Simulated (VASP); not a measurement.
# SiO2 in VASP: single point with PBEsol

Aim: the single point of SiO2 with PBEsol.

Program: VASP 6.6.1. These are calculated values, not measurements. Logs are shortened: lines on timing, memory, paths and dates and some standing lists are left out, and cuts for length are marked.

## (1) The cell of the first run

The cell holds a disordered packing, 72 atoms: a = 10.347 Å, b = 10.347 Å, c = 11.376 Å, α = 90.00°, β = 90.00°, γ = 120.00°.

## (2) Single point, PBEsol

The input, INCAR:

```
SYSTEM = SiO2
  ALGO = Normal
  EDIFF = 1E-6
  ENCUT = 520
  GGA = PS
  GGA_COMPAT = .False.
  ISIF = 2
  ISMEAR = -1
  LASPH = .True.
  LCHARG = .False.
  LREAL = Auto
  LWAVE = .False.
  NBANDS = 234
  NELM = 120
  PREC = Accurate
  SIGMA = 0.05
```

The input, KPOINTS:

```
k-points
0
Gamma
  1 1 1
  0 0 0
```

The input, POSCAR:

```
SiO2
1.0
   10.3472130000      0.0000000000      0.0000000000
   -5.1736060000      8.9609490000      0.0000000000
    0.0000000000      0.0000000000     11.3757440000
Si O
24 48
Direct
    0.2485690000      0.0363290000      0.1245740000
    0.2484580000      0.0365160000      0.6244500000
    0.2485670000      0.5364750000      0.1246940000
    0.2484080000      0.5362890000      0.6248040000
    0.7485370000      0.0368880000      0.1245790000
    0.7483310000      0.0366250000      0.6244500000
    0.7485890000      0.5367350000      0.1246870000
    0.7483510000      0.5368590000      0.6248240000
    0.9983800000      0.2869490000      0.2914040000
    0.9979170000      0.2863560000      0.7913470000
    0.9987090000      0.7864770000      0.2913880000
    0.9987830000      0.7866850000      0.7913540000
    0.4983780000      0.2866700000      0.2912020000
    0.4980020000      0.2866690000      0.7912440000
    0.4987070000      0.7866810000      0.2912150000
    0.4987000000      0.7864320000      0.7912480000
    0.2478780000      0.2861300000      0.9580360000
    0.2482840000      0.2865010000      0.4578780000
    0.2488280000      0.7864050000      0.9578960000
    0.2486190000      0.7863910000      0.4580450000
    0.7479600000      0.2865830000      0.9578900000
    0.7482500000      0.2868470000      0.4580530000
    0.7489080000      0.7868670000      0.9580430000
    0.7486200000      0.7867650000      0.4578930000
    0.2106260000      0.1420040000      0.0408690000
    0.2106930000      0.1424920000      0.5409660000
    0.2108280000      0.6421470000      0.0408140000
    0.2109340000      0.6426220000      0.5414850000
    0.7105660000      0.1427650000      0.0411560000
    0.7107190000      0.1431850000      0.5415540000
    0.7109360000      0.6430030000      0.0414530000
    0.7107710000      0.6432820000      0.5417270000
    0.3925360000      0.1429670000      0.2076350000
    0.3922790000      0.1428760000      0.7077230000
    0.3926790000      0.6430980000      0.2076130000
    0.3920540000      0.6422350000      0.7083910000
    0.8924540000      0.1433790000      0.2077380000
    0.8919860000      0.1423350000      0.7080990000
    0.8926010000      0.6427920000      0.2079000000
    0.8922310000      0.6427710000      0.7082170000
    0.3919190000      0.3242300000      0.3742690000
    0.3913760000      0.3241630000      0.8741590000
    0.3924650000      0.8240630000      0.3747190000
    0.3930080000      0.8244360000      0.8748610000
    0.8920310000      0.3244560000      0.3746620000
    0.8914300000      0.3242000000      0.8741240000
    0.8924920000      0.8240290000      0.3747600000
    0.8930640000      0.8245280000      0.8750990000
    0.1042850000      0.2490000000      0.3748070000
    0.1036930000      0.2487870000      0.8752530000
    0.1047810000      0.7486260000      0.3746760000
    0.1053170000      0.7490740000      0.8742780000
    0.6042920000      0.2489100000      0.3747740000
    0.6037690000      0.2489230000      0.8750050000
    0.6048450000      0.7487920000      0.3743810000
    0.6053870000      0.7491570000      0.8742960000
    0.1048670000      0.4310230000      0.2083950000
    0.1043570000      0.4299640000      0.7078980000
    0.1049380000      0.9304610000      0.2082000000
    0.1046090000      0.9304330000      0.7078120000
    0.6048250000      0.4306680000      0.2081110000
    0.6045110000      0.4306230000      0.7081340000
    0.6049130000      0.9307990000      0.2081310000
    0.6043210000      0.9299420000      0.7074460000
    0.2858870000      0.4296170000      0.0419130000
    0.2862240000      0.4302620000      0.5414130000
    0.2862120000      0.9298420000      0.0416190000
    0.2862360000      0.9302810000      0.5413010000
    0.7860590000      0.4304960000      0.0412690000
    0.7858980000      0.4308230000      0.5412130000
    0.7862370000      0.9306670000      0.0413190000
    0.7862940000      0.9310010000      0.5407230000
```

Potentials or basis: VASP PAW PBE potentials, release 64 (Si, O).

The run is started by

```console
cat potpaw_PBE.64/Si/POTCAR potpaw_PBE.64/O/POTCAR > POTCAR
mpirun -np 1 vasp_gam > vasp.out
```

OUTCAR:

```text
SYSTEM = SiO2
   EDIFF = 1E-6
   ENCUT = 520
   GGA = PS
   ISIF = 2
   ISMEAR = -1
   LASPH = .True.
   LREAL = Auto
   NELM = 120
   PREC = Accurate

 ion  position               nearest neighbor table
   1  0.249  0.036  0.125-  67 1.64  59 1.64  33 1.64  25 1.64
   2  0.248  0.037  0.624-  34 1.64  68 1.64  26 1.64  60 1.64
   3  0.249  0.536  0.125-  35 1.64  65 1.64  27 1.64  57 1.64
   4  0.248  0.536  0.625-  36 1.64  58 1.64  28 1.64  66 1.64
   5  0.749  0.037  0.125-  63 1.64  29 1.64  37 1.64  71 1.64
   6  0.748  0.037  0.624-  72 1.64  64 1.64  38 1.64  30 1.64
[... 16 lines left out ...]
  23  0.749  0.787  0.958-  31 1.64  56 1.64  48 1.64  71 1.64
  24  0.749  0.787  0.458-  47 1.64  72 1.64  55 1.64  32 1.64
  25  0.211  0.142  0.041-  17 1.64   1 1.64
  26  0.211  0.142  0.541-  18 1.64   2 1.64
  27  0.211  0.642  0.041-  19 1.64   3 1.64
  28  0.211  0.643  0.541-   4 1.64  20 1.64
  29  0.711  0.143  0.041-   5 1.64  21 1.64
  30  0.711  0.143  0.542-  22 1.64   6 1.64
[... 40 lines left out ...]
  71  0.786  0.931  0.041-  23 1.64   5 1.64
  72  0.786  0.931  0.541-   6 1.64  24 1.64

  LATTYP: Found a hexagonal cell.
 ALAT       =    10.3472130000
 C/A-ratio  =     1.0994017423

  Lattice vectors:

 A1 = (  10.3472130000,   0.0000000000,   0.0000000000)
 A2 = (  -5.1736060000,   8.9609490000,   0.0000000000)
 A3 = (   0.0000000000,   0.0000000000,  11.3757440000)

Analysis of symmetry for initial positions (statically):
=====================================================================
 Subroutine PRICEL returns:
 Original cell was already a primitive cell.

 Routine SETGRP: Setting up the symmetry group for a
 hexagonal supercell.

 Subroutine GETGRP returns: Found  1 space group operations
 (whereof  1 operations were pure point group operations)
 out of a pool of 24 trial point group operations.

The static configuration has the point symmetry C_1 .

Analysis of symmetry for dynamics (positions and initial velocities):
=====================================================================
 Subroutine PRICEL returns:
 Original cell was already a primitive cell.

 Routine SETGRP: Setting up the symmetry group for a
 hexagonal supercell.

 Subroutine GETGRP returns: Found  1 space group operations
 (whereof  1 operations were pure point group operations)
 out of a pool of 24 trial point group operations.

The dynamic configuration has the point symmetry C_1 .

 Subroutine INISYM returns: Found  1 space group operations
 (whereof  1 operations are pure point group operations),
 and found     1 'primitive' translations

----------------------------------------------------------------------------------------

                                     Primitive cell

  volume of cell :    1054.7686

  direct lattice vectors                    reciprocal lattice vectors
    10.347213000  0.000000000  0.000000000     0.096644381  0.055797656  0.000000000
    -5.173606000  8.960949000  0.000000000     0.000000000  0.111595323  0.000000000
     0.000000000  0.000000000 11.375744000     0.000000000  0.000000000  0.087906338

  length of vectors
    10.347213000 10.347212476 11.375744000     0.111595318  0.111595323  0.087906338

  position of ions in fractional coordinates (direct lattice)
     0.248569000  0.036329000  0.124574000
     0.248458000  0.036516000  0.624450000
     0.248567000  0.536475000  0.124694000
     0.248408000  0.536289000  0.624804000
     0.748537000  0.036888000  0.124579000
     0.748331000  0.036625000  0.624450000
[... 64 lines left out ...]
     0.786237000  0.930667000  0.041319000
     0.786294000  0.931001000  0.540723000

  ion indices of the primitive-cell ions
   primitive index   ion index
                 1           1
                 2           2
                 3           3
                 4           4
                 5           5
                 6           6
[... 64 lines left out ...]
                71          71
                72          72

----------------------------------------------------------------------------------------

 KPOINTS: k-points

Automatic generation of k-mesh.
 Grid dimensions read from file:
 generate k-points for:    1    1    1

 Generating k-lattice:

  Cartesian coordinates                     Fractional coordinates (reciprocal lattice)
     0.096644381  0.055797656  0.000000000     1.000000000 -0.000000000  0.000000000
     0.000000000  0.111595323  0.000000000     0.000000000  1.000000000  0.000000000
     0.000000000  0.000000000  0.087906338     0.000000000  0.000000000  1.000000000

  Length of vectors
     0.111595318  0.111595323  0.087906338

  Shift w.r.t. Gamma in fractional coordinates (k-lattice)
     0.000000000  0.000000000  0.000000000

 Subroutine IBZKPT returns following result:
 ===========================================

 Found      1 irreducible k-points:

 Following reciprocal coordinates:
            Coordinates               Weight
  0.000000  0.000000  0.000000      1.000000
   k-points           NKPTS =      1   k-points in BZ     NKDIM =      1   number of bands    NBANDS=    234
   number of dos      NEDOS =    301   number of ions     NIONS =     72
   total plane-waves  NPLWV = 576000
   dimension x,y,z NGX =    80 NGY =   80 NGZ =   90
   dimension x,y,z NGXF=   160 NGYF=  160 NGZF=  180
   ions per type =              24  48
   NGX,Y,Z   is equivalent  to a cutoff of  12.85, 12.85, 13.15 a.u.
   NGXF,Y,Z  is equivalent  to a cutoff of  25.71, 25.71, 26.31 a.u.
 SYSTEM =  SiO2
   PREC   = accura    normal or accurate (medium, high low for compatibility)
   ISTART =      0    job   : 0-new  1-cont  2-samecut
   ICHARG =      2    charge: 1-file 2-atom 10-const
   ISPIN  =      1    spin polarized calculation?
   LNONCOLLINEAR =      F non collinear calculations
   LSORBIT =      F    spin-orbit coupling
   LASPH  =      T    aspherical Exc in radial PAW
   ENCUT  =  520.0 eV  38.22 Ry    6.18 a.u.  19.24 19.24 21.15*2*pi/ulx,y,z
   NELM   =    120;   NELMIN=  2; NELMDL= -5     # of ELM steps
   EDIFF  = 0.1E-05   stopping-criterion for ELM
   LREAL  =      T    real-space projection
   EDIFFG = 0.1E-04   stopping-criterion for IOM
   NSW    =      0    number of steps for IOM
   IBRION =     -1    ionic relax: 0-MD 1-quasi-New 2-CG
   NFREE  =      0    steps in history (QN), initial steepest desc. (CG)
   ISIF   =      2    stress and relaxation
   ISYM   =      2    0-nonsym 1-usesym 2-fastsym
   POTIM  = 0.5000    time-step for ionic-motion
   TEBEG  =    0.0;   TEEND  =   0.0 temperature during run
   PSTRESS=    0.0 pullay stress
   NELECT =     384.0000    total number of electrons
   NUPDOWN=      -1.0000    fix difference up-down
   EMIN   =  10.00;   EMAX   =-10.00  energy-range for DOS
   EFERMI =   0.00;   METHOD = LEGACY
   ISMEAR =    -1;   SIGMA  =   0.05  broadening in eV -4-tet -1-fermi 0-gaus
   EFERMI_NEDOS =   21; number of points for ismear=-14 and -15
   IALGO  =     38    algorithm
   IMIX   =      4    mixing-type and parameters
     AMIX     =   0.40;   BMIX     =  1.00
     AMIX_MAG =   1.60;   BMIX_MAG =  1.00
  volume/ion in A,a.u.               =      14.65        98.86
  Fermi-wavevector in a.u.,A,eV,Ry     =   1.168960  2.209013 18.591906  1.366467
  Thomas-Fermi vector in A             =   2.305439
   LORBIT       =      0    0 simple, 1 ext, 2 COOP (PROOUT), +10 PAW based schemes
   GGA     = PS    functional components
   LHFCALC =     F    Hartree Fock is set to
   AEXX    =    0.0000 exact exchange contribution
   IVDW    =     0    specifies the selected vdW correction
   LEPSILON=     F    determine dielectric tensor
   LRPA    =     F    only Hartree local field effects (RPA)
 non-spin polarized calculation
  energy-cutoff  :      520.00
  volume of cell :     1054.77
 maximum number of plane-waves:     14203
 NGX is ok and might be reduce to    80
   NGX = 39   NGY = 39   NGZ = 43

 number of electron     383.9999843 magnetization

 Free energy of the ion-electron system (eV)
  ---------------------------------------------------
  ext. energy  EPLUGINS =         0.00000000
  ---------------------------------------------------
  free energy    TOTEN  =      -590.40969736 eV

  energy without entropy =     -590.40969736  energy(sigma->0) =     -590.40969736

 E-fermi :   1.2909     XC(G=0):  -8.5759

 val. band max:       -0.0132669856   @ k =   0.0000   0.0000   0.0000
 cond. band min:       5.2100441160   @ k =   0.0000   0.0000   0.0000
 fundamental gap:      5.2233111016
 Fermi energy:         1.2908656492

 k-point     1 :       0.0000    0.0000    0.0000
  band No.  band energies     occupation
      1     -19.0959      2.00000
      2     -18.6916      2.00000
      3     -18.6914      2.00000
      4     -18.6875      2.00000
      5     -18.6874      2.00000
      6     -18.6874      2.00000
[... 196 lines left out ...]
    203       8.0285      0.00000
    204       8.0286      0.00000
 [bands above 204 left out]

------------------------ aborting loop because EDIFF is reached ----------------------------------------

  FORCE on cell =-STRESS in cart. coord.  units (eV):
  Direction    XX          YY          ZZ          XY          YZ          ZX
  --------------------------------------------------------------------------------------
  -------------------------------------------------------------------------------------
  Total      -45.6720002    -45.6792104    -50.4370937      0.0084364     -0.0359842     -0.0631762
  in kB      -69.3750661    -69.3860182    -76.6131698      0.0128148     -0.0546594     -0.0959637
  external PRESSURE =     -71.7914180 kB  Pullay stress =       0.0000000 kB

 VOLUME and BASIS-vectors are now :
 -----------------------------------------------------------------------------
  energy-cutoff  :      520.00
  volume of cell :     1054.77
      direct lattice vectors                 reciprocal lattice vectors
    10.347213000  0.000000000  0.000000000     0.096644381  0.055797656  0.000000000
    -5.173606000  8.960949000  0.000000000     0.000000000  0.111595323  0.000000000
     0.000000000  0.000000000 11.375744000     0.000000000  0.000000000  0.087906338

 POSITION                                       TOTAL-FORCE (eV/Angst)
 -----------------------------------------------------------------------------------
      2.38404      0.32554      1.41712        -0.000514      0.002201     -0.000078
      2.38193      0.32722      7.10358        -0.000319     -0.001217      0.000176
     -0.20353      4.80733      1.41849        -0.001056     -0.000102     -0.000030
     -0.20422      4.80566      7.10761        -0.000079      0.001089     -0.000359
      7.55443      0.33055      1.41718         0.001036      0.000048     -0.000572
      7.55366      0.32819      7.10358        -0.000383      0.000486      0.000288
[... 64 lines left out ...]
      3.32046      8.33966      0.47003         0.003336      0.001645     -0.001413
      3.31932      8.34265      6.15113         0.005025     -0.000537      0.001179
 -----------------------------------------------------------------------------------
    total drift:                               -0.043428     -0.052696      0.066278

  FREE ENERGIE OF THE ION-ELECTRON SYSTEM (eV)
  ---------------------------------------------------
  free  energy   TOTEN  =      -590.4096973574 eV

  energy  without entropy=     -590.4096973574  energy(sigma->0) =     -590.40969736
```

Wall time 11 min (1 thread of AMD EPYC 7R13, shared host); peak memory 1 GiB.

What came out:

* Free energy: -590.4097 eV
* Pressure: -7.2 GPa
* Largest force: 0.007 eV/Å
* Band gap on the k mesh: 5.22 eV

Forces in eV/Å, atoms in the order of the input:
```
Si  -0.001  0.002  0.000
Si   0.000 -0.001  0.000
Si  -0.001  0.000  0.000
Si   0.000  0.001  0.000
Si   0.001  0.000 -0.001
Si   0.000  0.000  0.000
Si  -0.001  0.001  0.000
Si   0.001  0.001  0.002
Si   0.000 -0.001 -0.001
Si   0.002  0.002  0.001
Si  -0.002  0.000  0.000
Si  -0.001  0.001  0.000
Si   0.000  0.002 -0.002
Si   0.003  0.001  0.001
Si   0.000  0.001 -0.003
Si   0.001 -0.001 -0.002
Si   0.003  0.002  0.001
Si   0.001  0.000 -0.002
Si  -0.003 -0.001 -0.001
Si  -0.002  0.000  0.001
Si   0.002  0.001  0.001
Si   0.001  0.000 -0.001
Si  -0.002  0.000 -0.001
Si   0.000 -0.001  0.001
O   -0.005 -0.004  0.003
O   -0.003 -0.002  0.002
O   -0.005 -0.002  0.004
O   -0.002 -0.001 -0.001
O   -0.003 -0.001  0.001
O   -0.002 -0.003 -0.002
O   -0.002 -0.003  0.001
O   -0.002 -0.004 -0.003
O    0.004 -0.004  0.002
O    0.003 -0.002  0.001
O    0.003 -0.005  0.004
O    0.004  0.000 -0.003
O    0.004 -0.005  0.002
O    0.003  0.001 -0.002
O    0.002 -0.003  0.000
O    0.002 -0.001 -0.002
O    0.000  0.004  0.004
O    0.004  0.002  0.002
O   -0.001  0.005  0.000
O   -0.005  0.004  0.000
O    0.001  0.005 -0.001
O    0.005  0.002  0.002
O   -0.001  0.007  0.000
O   -0.002  0.004 -0.003
O    0.001 -0.005  0.001
O    0.005 -0.004 -0.004
O   -0.001 -0.002 -0.001
O    0.000 -0.004  0.003
O    0.000 -0.003 -0.001
O    0.005 -0.003 -0.003
O   -0.001 -0.002  0.001
O   -0.002 -0.003  0.002
O   -0.005  0.000 -0.002
O   -0.003  0.005  0.002
O   -0.005  0.000 -0.001
O   -0.003  0.001  0.001
O   -0.005  0.000 -0.001
O   -0.005  0.000 -0.001
O   -0.006 -0.003  0.001
O   -0.003  0.005  0.003
O    0.001  0.005 -0.003
O    0.002 -0.001  0.000
O    0.003  0.004 -0.003
O    0.003  0.002 -0.001
O    0.003  0.003  0.000
O    0.005 -0.001  0.002
O    0.003  0.002 -0.001
O    0.005 -0.001  0.001
```

Stress tensor (GPa, compression positive):
```
-6.94  0.00 -0.01
 0.00 -6.94 -0.01
-0.01 -0.01 -7.66
```

Caveat: the k points lie up to 0.70 Å⁻¹ apart; the PAW data sets were made with another functional, which shifts forces and pressure a little.
